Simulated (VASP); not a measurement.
# Os: single point with PBE

The system is Os.

```xyz
2
Lattice="1.3549 2.3467 0.0000 -1.3549 2.3467 0.0000 0.0000 0.0000 4.2787" Properties=species:S:1:pos:R:3 pbc="T T T"
Os    0.0000    1.5645    1.0697
Os    0.0000    3.1289    3.2091
```

```
Program             : VASP 6.6.1
Task                : single point
Functional          : PBE
Potentials or basis : VASP PAW PBE potentials, release 64 (Os)
Cutoff              : 520 eV
k mesh              : 14 × 14 × 8
Occupations         : fermi-dirac, width 0.1 eV
Spin                : no spin polarisation
```

The pressure is 22.1 GPa and the band gap on the k mesh is zero (band 8 reaches 12.04 eV, above the bottom of band 9 at 8.11 eV).

Stress tensor (GPa, compression positive):
```
21.86  0.00  0.00
 0.00 21.86  0.00
 0.00  0.00 22.45
```

Levels at points of the mesh, in eV from the Fermi level:
```
           k point  band 6  band 7  band 8  band 9  band 10  band 11
(0.00, 0.00, 0.00)   -2.34   -2.34   -1.66   -1.66     0.01     1.73
(0.50, 0.00, 0.00)   -2.69   -1.98    2.11    2.70     2.83     4.58
(0.50, 0.50, 0.00)   -2.69   -1.98    2.11    2.70     2.83     4.58
(0.00, 0.00, 0.50)   -3.42   -3.42   -3.42    0.91     0.91     0.91
(0.50, 0.00, 0.50)   -1.29   -0.19   -0.19    2.46     2.46     3.41
(0.50, 0.50, 0.50)   -1.29   -0.19   -0.19    2.46     2.46     3.41
```

Run time: 2.3 min on 1 thread of AMD EPYC 7R13, on a shared host, peak memory 0.19 GiB.

Caveat: spin-orbit coupling is left out, which moves the levels of the heavy elements.
